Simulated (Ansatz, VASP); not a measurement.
**BaTiO3: VASP beside Ansatz**

```
CELL_PARAMETERS angstrom
3.96986 0.00000 0.00000
0.00000 3.96986 0.00000
0.00000 0.00000 3.96989
ATOMIC_POSITIONS crystal
Ba 0.00000 0.00000 0.00000
Ti 0.50000 0.50000 0.50000
O 0.50000 0.50000 0.00000
O 0.50000 0.00000 0.50000
O 0.00000 0.50000 0.50000
```

Alike in both runs: task single point; functional PBEsol; k mesh 8 × 8 × 8; occupations gaussian, width 0.02 eV; no spin polarisation.

|  | VASP | Ansatz |
| --- | --- | --- |
| version | VASP 6.6.1 | Ansatz 0.2.0 |
| potentials or method | VASP PAW PBE potentials, release 64 (Ba_sv, Ti_sv, O), cutoff 520 eV | scalar-relativistic, plane waves, PAW |
| valence electrons in the cell | 40 | 40 |

```tsv
	VASP	Ansatz	Ansatz less VASP
gap on the k mesh at the Fermi level (eV)	1.74	1.82	+0.071
least direct gap on the mesh (eV)	1.87	1.89	+0.029
pressure (GPa)	2.0	0.0	-2.01
```

VASP's potentials were made for PBE, not for PBEsol. The functional is the same, so the differences come from potentials, cutoffs and numerics. Ansatz's warnings: near symmetry operations not taken.

Neither program's run includes spin-orbit coupling.
